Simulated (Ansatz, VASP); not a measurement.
**WC: VASP beside Ansatz**

```xyz
2
Lattice="2.8982 0.0000 0.0000 -1.4491 2.5099 0.0000 0.0000 0.0000 2.7465" Properties=species:S:1:pos:R:3 pbc="T T T"
W     0.0000    0.0000    0.0000
C     1.4491    0.8366    1.3732
```

Change from the starting cell: z stretched by -3 %, ions relaxed.

Alike in both runs: functional PBE; k mesh 18 × 18 × 16; occupations fermi-dirac, width 0.05 eV; collinear spin.

Ansatz relaxed the structure, and its values are those at the end. VASP's run is a single point on that final structure, the one shown.

|  | VASP | Ansatz |
| --- | --- | --- |
| version | VASP 6.6.1 | Ansatz 0.2.0 |
| potentials or method | VASP PAW PBE potentials, release 64 (W_sv, C) | plane-wave PAW, scalar-relativistic |
| plane-wave cutoff (eV) | 520 | 420 |
| valence electrons in the cell | 18 | 18 |

```tsv
	VASP	Ansatz	Ansatz less VASP
pressure (GPa)	25.4	24.1	-1.31
net moment per atom (μB)	0.00	0.00	0.000
```

Ansatz's warnings: seeded moment not kept, stress scf threshold loose.

Neither program's run includes spin-orbit coupling.
